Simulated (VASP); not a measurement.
# SiC3: single point with PBE

The system is SiC3.

```
Si C
1.0
     2.73813    0.00000    0.00000
    -0.00007    4.36467    0.00000
    -0.19176   -0.05810    9.68880
Si C
2 6
Direct
  0.99414 0.35511 0.52851
  0.49023 0.85435 0.47234
  0.50780 0.16189 0.99966
  0.00781 0.66187 0.99950
  0.49856 0.15728 0.59154
  0.98582 0.65486 0.40929
  0.00783 0.32731 0.99965
  0.50781 0.82733 0.99951
```

```yaml
Program: VASP 6.6.1
Task: single point
Functional: PBE
Potentials_or_basis: VASP PAW PBE potentials, release 64 (Si, C)
Cutoff: 520 eV
k_mesh: 6 × 4 × 2
Occupations: gaussian, width 0.1 eV
Spin: no spin polarisation
```

The pressure is 0.1 GPa, the largest force is 0.359 eV/Å and the band gap on the k mesh is 0.90 eV, indirect (least direct gap 0.91 eV).

Forces in eV/Å, atoms in the order of the input:
```
Si   0.001 -0.004 -0.007
Si   0.001 -0.004  0.005
C    0.002 -0.359  0.001
C    0.001 -0.356  0.000
C    0.000  0.006 -0.021
C   -0.001  0.006  0.022
C   -0.001  0.358 -0.005
C   -0.001  0.355  0.005
```

Stress tensor (GPa, compression positive):
```
 1.28  0.00  0.00
 0.00 -0.94  0.00
 0.00  0.00  0.00
```

Levels at points of the mesh, in eV from the valence-band top:
```csv
k point,band 12,band 13,band 14,band 15,band 16,band 17,band 18,band 19,band 20,band 21
"(0.00, 0.00, 0.00)",-2.52,-2.36,-1.91,-0.94,-0.49,1.46,1.87,2.26,4.35,5.99
"(0.50, 0.00, 0.00)",-4.47,-2.24,-2.23,-1.65,-1.64,1.17,1.17,3.09,3.10,4.59
"(0.00, 0.50, 0.00)",-4.37,-2.07,-2.07,-1.24,-1.24,2.58,2.58,5.45,5.45,6.37
"(0.50, 0.50, 0.00)",-3.73,-2.17,-2.17,-1.80,-1.80,2.06,2.06,2.74,2.74,4.97
"(0.00, 0.00, 0.50)",-2.52,-2.34,-1.91,-0.94,-0.49,1.59,1.84,2.24,4.35,5.12
"(0.50, 0.00, 0.50)",-4.47,-2.23,-2.22,-1.68,-1.66,1.18,1.18,3.09,3.09,4.60
"(0.00, 0.50, 0.50)",-4.39,-2.06,-2.05,-1.24,-1.24,2.66,2.66,5.45,5.45,6.03
"(0.50, 0.50, 0.50)",-3.73,-2.13,-2.12,-1.85,-1.85,2.06,2.06,2.75,2.76,4.97
```

Wall time 46 s on 1 thread of Intel(R) Xeon(R) 6975P-C (Granite Rapids) (shared host), peak memory 0.23 GiB.

A k mesh can miss the band edges.
